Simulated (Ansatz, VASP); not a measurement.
## Nb4H in VASP and in Ansatz

```xyz
5
Lattice="2.9270 0.0000 0.0000 0.0000 4.1394 0.0000 0.0000 0.0000 21.2577" Properties=species:S:1:pos:R:3 pbc="T T T"
Nb    1.4635    2.0697    4.0000
Nb    0.0000    0.0000    5.4635
Nb    1.4635    2.0697    7.0286
Nb    0.0000    0.0000    8.2577
H     0.0000    1.3798    9.7677
```

Alike in both runs: task single point; functional LDA; k mesh 9 × 7 × 1; occupations gaussian, width 0.1 eV; no spin polarisation.

|  | VASP | Ansatz |
| --- | --- | --- |
| version | VASP 6.6.1 | Ansatz 0.2.0 |
| potentials or method | VASP PAW LDA potentials, release 64 (Nb_sv, H), cutoff 520 eV | scalar-relativistic, plane waves, PAW |
| valence electrons in the cell | 53 | 53 |

|  | VASP | Ansatz | Ansatz less VASP |
| --- | --- | --- | --- |
| gap on the k mesh at the Fermi level (eV) | none | none | - |
| rms of the force components (eV/Å) | 0.704 | 0.703 | -0.0003 |

LDA's correlation is that of Perdew and Zunger in VASP and of Perdew and Wang (1992) in Ansatz. Atom by atom the forces differ by 0.001 eV/Å (rms over components). A gap of «none» marks a metal or a gap that the smearing closes.
